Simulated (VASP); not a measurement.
# Sb (Im-3m) in VASP: settings compared

Aim: see how the results for Sb move with the level of theory and the settings. Levels: PBE0, HSE06. Tasks: single point.

Everything below comes from runs of VASP 6.6.1. Logs are shortened: lines on timing, memory, paths and dates and some standing lists are left out, and cuts for length are marked.

## Step 1: The cell of the first run

The structure is cubic, space group Im-3m (No. 229). The conventional cell has a = 3.666 Å, b = 3.666 Å, c = 3.666 Å, α = 90.00°, β = 90.00°, γ = 90.00°. Within 4.2 Å of Sb (site symmetry m-3m) lie 14 Sb at 3.18 to 3.67 Å.

## Step 2: Single point, PBE0

File POSCAR:

```
Sb
1.0
   -1.8331395369      1.8331395369      1.8331395369
    1.8331395369     -1.8331395369      1.8331395369
    1.8331395369      1.8331395369     -1.8331395369
Sb
1
Direct
    0.0000000000      0.0000000000      0.0000000000
```

File INCAR.step1:

```
SYSTEM = Sb
  PREC = Accurate
  ENCUT = 520
  EDIFF = 1E-5
  ISMEAR = -1
  SIGMA = 0.05
  LREAL = .False.
  LASPH = .True.
  NELM = 60
  ALGO = Normal
  ISIF = 2
  LWAVE = .True.
  LCHARG = .False.
  GGA = PE
  NBANDS = 8
```

File INCAR.step2:

```
SYSTEM = Sb
  PREC = Accurate
  ENCUT = 520
  EDIFF = 1E-6
  ISMEAR = -1
  SIGMA = 0.05
  LREAL = .False.
  LASPH = .True.
  NELM = 60
  ALGO = Normal
  ISIF = 2
  LWAVE = .False.
  LCHARG = .False.
  GGA = PE
  LHFCALC = .True.
  AEXX = 0.25
  PRECFOCK = Normal
  ISTART = 1
  NBANDS = 8
```

File KPOINTS:

```
Automatic mesh
0
Gamma
  6 6 6
  0 0 0
```

Potentials or basis: VASP PAW PBE potentials, release 64 (Sb).

The run is started by

```sh
cat potpaw_PBE.64/Sb/POTCAR > POTCAR
cp INCAR.step1 INCAR
mpirun -np 1 vasp_std > vasp.out
cp INCAR.step2 INCAR
mpirun -np 1 vasp_std > vasp.out
```

OUTCAR:

```text
SYSTEM = Sb
   PREC = Accurate
   ENCUT = 520
   EDIFF = 1E-6
   ISMEAR = -1
   LREAL = .False.
   LASPH = .True.
   NELM = 60
   ISIF = 2
   GGA = PE
   LHFCALC = .True.
   AEXX = 0.25
   PRECFOCK = Normal
   ISTART = 1

 ion  position               nearest neighbor table
   1  0.000  0.000  0.000-

  LATTYP: Found a body centered cubic cell.
 ALAT       =     3.6662790738

  Lattice vectors:

 A1 = (  -1.8331395369,   1.8331395369,   1.8331395369)
 A2 = (   1.8331395369,  -1.8331395369,   1.8331395369)
 A3 = (   1.8331395369,   1.8331395369,  -1.8331395369)

Analysis of symmetry for initial positions (statically):
=====================================================================
 Subroutine PRICEL returns:
 Original cell was already a primitive cell.

 Routine SETGRP: Setting up the symmetry group for a
 body centered cubic supercell.

 Subroutine GETGRP returns: Found 48 space group operations
 (whereof 48 operations were pure point group operations)
 out of a pool of 48 trial point group operations.

The static configuration has the point symmetry O_h .

Analysis of symmetry for dynamics (positions and initial velocities):
=====================================================================
 Subroutine PRICEL returns:
 Original cell was already a primitive cell.

 Routine SETGRP: Setting up the symmetry group for a
 body centered cubic supercell.

 Subroutine GETGRP returns: Found 48 space group operations
 (whereof 48 operations were pure point group operations)
 out of a pool of 48 trial point group operations.

The dynamic configuration has the point symmetry O_h .

 Subroutine INISYM returns: Found 48 space group operations
 (whereof 48 operations are pure point group operations),
 and found     1 'primitive' translations

----------------------------------------------------------------------------------------

                                     Primitive cell

  volume of cell :      24.6403

  direct lattice vectors                    reciprocal lattice vectors
    -1.833139537  1.833139537  1.833139537     0.000000000  0.272756105  0.272756105
     1.833139537 -1.833139537  1.833139537     0.272756105  0.000000000  0.272756105
     1.833139537  1.833139537 -1.833139537     0.272756105  0.272756105  0.000000000

  length of vectors
     3.175090815  3.175090815  3.175090815     0.385735383  0.385735383  0.385735383

  position of ions in fractional coordinates (direct lattice)
     0.000000000  0.000000000  0.000000000

  ion indices of the primitive-cell ions
   primitive index   ion index
                 1           1

----------------------------------------------------------------------------------------

 KPOINTS: Automatic mesh

Automatic generation of k-mesh.
 Grid dimensions read from file:
 generate k-points for:    6    6    6

 Generating k-lattice:

  Cartesian coordinates                     Fractional coordinates (reciprocal lattice)
     0.000000000  0.045459351  0.045459351     0.166666667  0.000000000  0.000000000
     0.045459351  0.000000000  0.045459351     0.000000000  0.166666667  0.000000000
     0.045459351  0.045459351  0.000000000     0.000000000  0.000000000  0.166666667

  Length of vectors
     0.064289230  0.064289230  0.064289230

  Shift w.r.t. Gamma in fractional coordinates (k-lattice)
     0.000000000  0.000000000  0.000000000

 Subroutine IBZKPT returns following result:
 ===========================================

 Found     16 irreducible k-points:

 Following reciprocal coordinates:
            Coordinates               Weight
  0.000000  0.000000  0.000000      1.000000
  0.166667  0.000000  0.000000     12.000000
  0.333333  0.000000  0.000000     12.000000
  0.500000  0.000000  0.000000      6.000000
  0.166667  0.166667  0.000000     24.000000
  0.333333  0.166667  0.000000     48.000000
[... 8 lines left out ...]
  0.500000  0.500000  0.333333     12.000000
  0.500000  0.500000  0.500000      1.000000
   k-points           NKPTS =     16   k-points in BZ     NKDIM =    216   number of bands    NBANDS=      8
   number of dos      NEDOS =    301   number of ions     NIONS =      1
   total plane-waves  NPLWV =  13824
   dimension x,y,z NGX =    24 NGY =   24 NGZ =   24
   dimension x,y,z NGXF=    48 NGYF=   48 NGZF=   48
   ions per type =               1
   NGX,Y,Z   is equivalent  to a cutoff of  12.57, 12.57, 12.57 a.u.
   NGXF,Y,Z  is equivalent  to a cutoff of  25.13, 25.13, 25.13 a.u.
 SYSTEM =  Sb
   PREC   = accura    normal or accurate (medium, high low for compatibility)
   ISTART =      1    job   : 0-new  1-cont  2-samecut
   ICHARG =      0    charge: 1-file 2-atom 10-const
   ISPIN  =      1    spin polarized calculation?
   LNONCOLLINEAR =      F non collinear calculations
   LSORBIT =      F    spin-orbit coupling
   LASPH  =      T    aspherical Exc in radial PAW
   ENCUT  =  520.0 eV  38.22 Ry    6.18 a.u.   5.90  5.90  5.90*2*pi/ulx,y,z
   NELM   =     60;   NELMIN=  2; NELMDL=  0     # of ELM steps
   EDIFF  = 0.1E-05   stopping-criterion for ELM
   LREAL  =      F    real-space projection
   EDIFFG = 0.1E-04   stopping-criterion for IOM
   NSW    =      0    number of steps for IOM
   IBRION =     -1    ionic relax: 0-MD 1-quasi-New 2-CG
   NFREE  =      0    steps in history (QN), initial steepest desc. (CG)
   ISIF   =      2    stress and relaxation
   ISYM   =      3    0-nonsym 1-usesym 2-fastsym
   POTIM  = 0.5000    time-step for ionic-motion
   TEBEG  =    0.0;   TEEND  =   0.0 temperature during run
   PSTRESS=    0.0 pullay stress
   NELECT =       5.0000    total number of electrons
   NUPDOWN=      -1.0000    fix difference up-down
   EMIN   =  10.00;   EMAX   =-10.00  energy-range for DOS
   EFERMI =   0.00;   METHOD = LEGACY
   ISMEAR =    -1;   SIGMA  =   0.05  broadening in eV -4-tet -1-fermi 0-gaus
   EFERMI_NEDOS =   21; number of points for ismear=-14 and -15
   IALGO  =     38    algorithm
   IMIX   =      1    mixing-type and parameters
     AMIX     =   0.40;   BMIX     =  1.00
     AMIX_MAG =   1.60;   BMIX_MAG =  1.00
  volume/ion in A,a.u.               =      24.64       166.28
  Fermi-wavevector in a.u.,A,eV,Ry     =   0.962017  1.817948 12.591869  0.925476
  Thomas-Fermi vector in A             =   2.091439
   LORBIT       =      0    0 simple, 1 ext, 2 COOP (PROOUT), +10 PAW based schemes
   GGA     = PE    functional components
   LHFCALC =     T    Hartree Fock is set to
   PRECFOCK=normal    Normal, Fast or Accurate (Low or Medium for compatibility)
   ENCUT4O =  -1.0   cutoff for four orbital integrals eV
   NKREDX  =     1    reduce k-point grid by
   NKREDY  =     1    reduce k-point grid by
   NKREDZ  =     1    reduce k-point grid by
   AEXX    =    0.2500 exact exchange contribution
   HFSCREEN=    0.0000 screening length (either q_TF or 0.3 A-1)
   HFSCREENC=   0.0000 screening length for correlation (either q_TF or 0.3 A-1)
   ENCUTFOCK=  -1.0 apply spherical cutoff to Coloumb kernel
   IVDW    =     0    specifies the selected vdW correction
   LEPSILON=     F    determine dielectric tensor
   LRPA    =     F    only Hartree local field effects (RPA)
 non-spin polarized calculation
  energy-cutoff  :      520.00
  volume of cell :       24.64
 maximum number of plane-waves:       682
  NGX = 18; NGY = 18; NGZ = 18

 number of electron       5.0000001 magnetization

 Free energy of the ion-electron system (eV)
  ---------------------------------------------------
  ext. energy  EPLUGINS =         0.00000000
  ---------------------------------------------------
  free energy    TOTEN  =        -5.21541242 eV

  energy without entropy =       -5.20983065  energy(sigma->0) =       -5.21262153

 E-fermi :   8.7656     XC(G=0):  -8.3936

 val. band max:        8.6240879673   @ k =   0.3333   0.1667   0.0000
 cond. band min:       9.4532548358   @ k =   0.5000   0.5000   0.3333
 fundamental gap:      0.8291668684
 Fermi energy:         8.7656283040

 k-point     1 :       0.0000    0.0000    0.0000
  band No.  band energies     occupation
      1      -6.0297      2.00000
      2      16.9103      0.00000
      3      16.9103      0.00000
      4      16.9103      0.00000
      5      21.4694      0.00000
      6      21.4694      0.00000
      7      21.4694      0.00000
      8      22.7890      0.00000

 k-point     2 :       0.1667    0.0000    0.0000
  band No.  band energies     occupation
      1      -5.3364      2.00000
      2      12.6066      0.00000
      3      15.0067      0.00000
      4      16.2448      0.00000
      5      19.3706      0.00000
      6      19.4725      0.00000
      7      22.0003      0.00000
      8      22.8929      0.00000

 k-point     3 :       0.3333    0.0000    0.0000
  band No.  band energies     occupation
      1      -3.2835      2.00000
      2       5.9912      2.00000
      3      12.8128      0.00000
      4      15.0289      0.00000
      5      17.7130      0.00000
      6      17.9425      0.00000
      7      23.2981      0.00000
      8      24.3165      0.00000

 k-point     4 :       0.5000    0.0000    0.0000
  band No.  band energies     occupation
      1      -0.8691      2.00000
      2       2.0756      2.00000
      3      11.9837      0.00000
      4      14.4969      0.00000
      5      17.1718      0.00000
      6      17.4205      0.00000
      7      25.4587      0.00000
      8      26.3865      0.00000

 k-point     5 :       0.1667    0.1667    0.0000
  band No.  band energies     occupation
      1      -3.9591      2.00000
      2       8.5513      1.97286
      3      11.3903      0.00000
      4      14.4273      0.00000
      5      19.2391      0.00000
      6      20.0741      0.00000
      7      22.6482      0.00000
      8      23.8115      0.00000
[... 89 lines left out ...]
 k-point    14 :      -0.3333    0.3333    0.3333
  band No.  band energies     occupation
      1      -0.5951      2.00000
      2       8.0080      2.00000
      3       8.2397      1.99995
      4       8.2397      1.99995
      5      14.1031      0.00000
      6      19.1858      0.00000
      7      24.8352      0.00000
      8      25.4147      0.00000

 k-point    15 :       0.5000    0.5000    0.3333
  band No.  band energies     occupation
      1       1.6405      2.00000
      2       4.8364      2.00000
      3       7.4339      2.00000
      4       9.4533      0.00000
      5      14.6723      0.00000
      6      15.7876      0.00000
      7      24.6145      0.00000
      8      25.8625      0.00000

 k-point    16 :       0.5000    0.5000    0.5000
  band No.  band energies     occupation
      1       3.6826      2.00000
      2       6.6298      2.00000
      3       6.6298      2.00000
      4       6.6298      2.00000
      5      12.9624      0.00000
      6      12.9624      0.00000
      7      28.7021      0.00000
      8      28.7021      0.00000

------------------------ aborting loop because EDIFF is reached ----------------------------------------

  FORCE on cell =-STRESS in cart. coord.  units (eV):
  Direction    XX          YY          ZZ          XY          YZ          ZX
  --------------------------------------------------------------------------------------
  -------------------------------------------------------------------------------------
  Total        0.7422668      0.7422668      0.7422668     -0.0000000     -0.0000000     -0.0000000
  in kB       48.2640826     48.2640826     48.2640826     -0.0000000     -0.0000000     -0.0000000
  external PRESSURE =      48.2640826 kB  Pullay stress =       0.0000000 kB

 VOLUME and BASIS-vectors are now :
 -----------------------------------------------------------------------------
  energy-cutoff  :      520.00
  volume of cell :       24.64
      direct lattice vectors                 reciprocal lattice vectors
    -1.833139537  1.833139537  1.833139537     0.000000000  0.272756105  0.272756105
     1.833139537 -1.833139537  1.833139537     0.272756105  0.000000000  0.272756105
     1.833139537  1.833139537 -1.833139537     0.272756105  0.272756105  0.000000000

 POSITION                                       TOTAL-FORCE (eV/Angst)
 -----------------------------------------------------------------------------------
      0.00000      0.00000      0.00000         0.000000      0.000000      0.000000
 -----------------------------------------------------------------------------------
    total drift:                                0.000000     -0.000000     -0.000000

  FREE ENERGIE OF THE ION-ELECTRON SYSTEM (eV)
  ---------------------------------------------------
  free  energy   TOTEN  =        -5.2154124201 eV

  energy  without entropy=       -5.2098306475  energy(sigma->0) =       -5.21262153
```

Wall time 1.9 min (1 thread of Intel Xeon 6975P-C (Granite Rapids), shared host); peak memory 0.15 GiB.

Results:

- Free energy: -5.2154 eV
- Pressure: 4.8 GPa

Caveat: the k points lie up to 0.40 Å⁻¹ apart; the PAW data sets were made with another functional, which shifts forces and pressure a little; spin-orbit coupling is left out, which moves the levels of the heavy elements.

## Step 3: Single point, HSE06

This run uses another cell than the first one, of 25.16 Å³/atom, 1.021 times its volume.

File POSCAR:

```
Sb
1.0
   -1.8460493956      1.8460493956      1.8460493956
    1.8460493956     -1.8460493956      1.8460493956
    1.8460493956      1.8460493956     -1.8460493956
Sb
1
Direct
    0.0000000000      0.0000000000      0.0000000000
```

File INCAR.step1:

```
  PREC = Accurate
  ENCUT = 520
  EDIFF = 1E-5
  ISMEAR = -1
  SIGMA = 0.05
  LREAL = F
  LASPH = T
  NELM = 100
  ALGO = Normal
  ISIF = 2
  LWAVE = T
  LCHARG = F
  NBANDS = 8
  GGA = PE
```

File INCAR.step2:

```
  PREC = Accurate
  ENCUT = 520
  EDIFF = 1E-6
  ISMEAR = -1
  SIGMA = 0.05
  LREAL = F
  LASPH = T
  NELM = 100
  ALGO = Normal
  ISIF = 2
  LWAVE = F
  LCHARG = F
  GGA = PE
  LHFCALC = T
  HFSCREEN = 0.2079
  PRECFOCK = Normal
  NBANDS = 8
  ISTART = 1
```

File KPOINTS:

```
Automatic mesh
0
Gamma
  6 6 6
```

Potentials or basis: VASP PAW PBE potentials, release 64 (Sb).

The run is started by

```sh
cat potpaw_PBE.64/Sb/POTCAR > POTCAR
cp INCAR.step1 INCAR
mpirun -np 1 vasp_std > vasp.out
cp INCAR.step2 INCAR
mpirun -np 1 vasp_std > vasp.out
```

Run time: 2.1 min. Hardware: 1 thread of Intel Xeon 6975P-C (Granite Rapids), shared host; peak memory 0.24 GiB.

Results (log left out):

- Free energy: -4.6789 eV
- Pressure: 3.3 GPa

Levels at points of the mesh, in eV from the Fermi level:
| k point | band 1 | band 2 | band 3 | band 4 | band 5 | band 6 | band 7 |
| --- | --- | --- | --- | --- | --- | --- | --- |
| (0.00, 0.00, 0.00) | -14.42 | 7.28 | 7.28 | 7.28 | 11.98 | 11.98 | 11.98 |
| (0.50, 0.00, 0.00) | -9.42 | -6.35 | 2.59 | 5.03 | 7.72 | 8.01 | 15.87 |
| (0.50, 0.50, 0.50) | -5.15 | -1.99 | -1.99 | -1.99 | 3.65 | 3.65 | 19.19 |

Caveat: the k points lie up to 0.40 Å⁻¹ apart; the PAW data sets were made with another functional, which shifts forces and pressure a little; spin-orbit coupling is left out, which moves the levels of the heavy elements.
